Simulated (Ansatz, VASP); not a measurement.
Cd: VASP beside Ansatz

File INCAR:

```
SYSTEM = Cd
PREC = Accurate
ENCUT = 520
EDIFF = 1E-7
ISMEAR = -1
SIGMA = 0.1
LREAL = .FALSE.
LASPH = .TRUE.
NELM = 100
ALGO = Normal
ISIF = 2
LWAVE = .FALSE.
LCHARG = .FALSE.
GGA = PE
NBANDS = 19
```

KPOINTS

```
regular mesh
0
G
  13 13 6
  0 0 0
```

POSCAR

```
Cd
1.0
    3.0007103730      0.0000000000      0.0000000000
   -1.5003551865      2.5986914124      0.0000000000
    0.0000000000      0.0000000000      5.9261569577
Cd
2
Direct
    0.3333333333      0.6666666667      0.2500000000
    0.6666666667      0.3333333333      0.7500000000
```

Input for Ansatz:

```yaml
crystal:
  lattice:
    - [3.000710373, 0.0, 0.0]
    - [-1.5003551865, 2.5986914124, 0.0]
    - [0.0, 0.0, 5.9261569577]
  atoms:
    - { symbol: Cd, position: [0.3333333333, 0.6666666667, 0.25] }
    - { symbol: Cd, position: [0.6666666667, 0.3333333333, 0.75] }
hamiltonian:
  xc: pbe
  pseudopotentials:
    kind: paw
    azcp:
      Cd: "pseudopotentials/Cd.paw.azcp"
basis:
  ecutwfc: 420
  fft_grid_basis: typed
kpoints:
  mp_grid: { grid: [13, 13, 6], shift: [0, 0, 0] }
magnetization:
  spin_polarized: false
scf:
  occupations: { method: fermi_dirac, width: 0.1 }
  lower_state_search: "off"
output:
  stress: true
  write_density: true
  write_potential: true
  elf: true
  volumetric_format: npy
```

Alike in both runs: task single point; functional PBE; k mesh 13 × 13 × 6; occupations fermi-dirac, width 0.1 eV; no spin polarisation.

|  | VASP | Ansatz |
| --- | --- | --- |
| version | VASP 6.6.1 | Ansatz 0.2.0 |
| potentials or method | VASP PAW PBE potentials, release 64 (Cd), cutoff 520 eV | plane waves (420 eV) with PAW, scalar-relativistic |
| valence electrons in the cell | 24 | 40 |

```csv
,VASP,Ansatz,Ansatz less VASP
pressure (GPa),0.4,0.1,-0.28
"traceless stress, the component that is largest in VASP (GPa)",-1.19,-1.05,+0.139
```

With one functional, cell and mesh, what is left measures potentials, basis and numerics. VASP's potentials hold 24 valence electrons a cell and Ansatz's 40, so a difference there can come from the potentials and not from the codes.
